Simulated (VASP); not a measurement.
The system is MnSb.

```
Sb Mn
1.0
     4.14000    0.00000    0.00000
    -2.07000    3.58535    0.00000
     0.00000    0.00000    5.79000
Sb Mn
2 2
Direct
  0.33333 0.66667 0.25000
  0.66667 0.33333 0.75000
  0.00000 0.00000 0.00000
  0.00000 0.00000 0.50000
```

Base run:

```yaml
Program: VASP 6.6.1
Functional: PBE
Potentials_or_basis: VASP PAW PBE potentials, release 64 (Sb, Mn_pv)
Cutoff: 520 eV
k_mesh: 8 × 8 × 5
Occupations: fermi-dirac, width 0.05 eV
Spin: no spin polarisation
```

Its results: pressure -16.0 GPa.

**Question.** The run is repeated on the same cell with these changes: spin from no spin polarisation to collinear spin, ferromagnetic start; further incar settings from ALGO = Normal; EDIFF = 1e-06; NBANDS = 26 to ALGO = Normal; EDIFF = 1e-07; NBANDS = 30. What comes out?

**Answer.** Pressure -2.9 GPa; net moment 6.74 μB per cell; site moments Sb -0.13; Mn +3.41 μB.

Caveats: the stress differs along the axes, from -21 to -13 GPa (at least some runs); the run started ferromagnetic, and an antiferromagnetic order may lie lower in energy (at least some runs).
